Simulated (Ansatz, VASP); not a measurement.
## SnSe in VASP and in Ansatz

```xyz
4
Lattice="4.2853 0.0000 0.0000 0.0000 4.2853 0.1125 0.0000 0.2885 10.9907" Properties=species:S:1:pos:R:3 pbc="T T T"
Sn    2.1427    0.1074    4.0911
Sn    0.0000    2.3238    6.9559
Se    2.1427    0.1777    6.7707
Se    0.0000    2.2534    4.2762
```

Change from the starting cell: strain +0.0525 x Voigt [0, 0, 0, 1, 0, 0], atoms carried along.

Alike in both runs: task single point; functional r2SCAN; k mesh 6 × 6 × 4; occupations gaussian, width 0.05 eV; no spin polarisation.

|  | VASP | Ansatz |
| --- | --- | --- |
| version | VASP 6.6.1 | Ansatz 0.2.0 |
| potentials or method | VASP PAW PBE potentials, release 64 (Sn_d, Se), cutoff 520 eV | scalar-relativistic, plane waves, PAW |
| valence electrons in the cell | 40 | 60 |

|  | VASP | Ansatz | Ansatz less VASP |
| --- | --- | --- | --- |
| gap on the k mesh at the Fermi level (eV) | 1.76 | 1.76 | +0.006 |
| least direct gap on the mesh (eV) | 1.76 | 1.76 | +0.006 |
| rms of the force components (eV/Å) | 0.076 | 0.076 | -0.0002 |

VASP's potentials were made for PBE, not for r2SCAN. Atom by atom the forces differ by 0.008 eV/Å (rms over components). The functional is the same, so the differences come from potentials, cutoffs and numerics. VASP's potentials hold 40 valence electrons a cell and Ansatz's 60, so a difference there can come from the potentials and not from the codes.
